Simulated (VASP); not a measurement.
Set up this calculation in VASP 6.6.1, as the native input.

* Task: single point
* Functional: LDA
* Potentials or basis: VASP PAW LDA potentials, release 64 (La, Bi_d)
* Cutoff: 520 eV
* k mesh: 6 × 6 × 6
* Occupations: methfessel-paxton, width 0.05 eV
* Spin: no spin polarisation
* Dipole correction: no
* Further INCAR settings: ALGO = Normal; EDIFF = 1e-06; NBANDS = 20

The structure of LaBi lies in POSCAR:

```
LaBi
1.0
    0.0000000000      3.4088723779      3.4088723779
    3.4088723779      0.0000000000      3.4088723779
    3.4088723779      3.4088723779      0.0000000000
La Bi
1 1
Direct
    0.0000000000      0.0000000000      0.0000000000
    0.5000000000      0.5000000000      0.5000000000
```

One way to write it, as run:

INCAR

```
SYSTEM = LaBi
  PREC = Accurate
  ENCUT = 520
  EDIFF = 1E-6
  ISMEAR = 1
  SIGMA = 0.05
  LREAL = .FALSE.
  LASPH = .TRUE.
  NELM = 80
  ALGO = Normal
  ISIF = 2
  LWAVE = .FALSE.
  LCHARG = .TRUE.
  GGA = CA
  LELF = .TRUE.
  LVHAR = .TRUE.
  NBANDS = 20
```

KPOINTS

```
regular mesh
0
G
  6 6 6
  0 0 0
```

Potentials or basis: VASP PAW LDA potentials, release 64 (La, Bi_d).

The run is started by

```console
$ cat potpaw_LDA.64/La/POTCAR potpaw_LDA.64/Bi_d/POTCAR > POTCAR
$ mpirun -np 1 vasp_std > vasp.out
```

Results of the run:

The pressure is -5.9 GPa. The band gap on the k mesh is zero (band 13 reaches 5.82 eV, above the bottom of band 14 at 5.60 eV).

Caveat: spin-orbit coupling is left out, which moves the levels of the heavy elements.

It took 38 s on 1 thread of AMD EPYC 7R13 Processor (Zen 3) (shared host), peak memory 0.16 GiB.
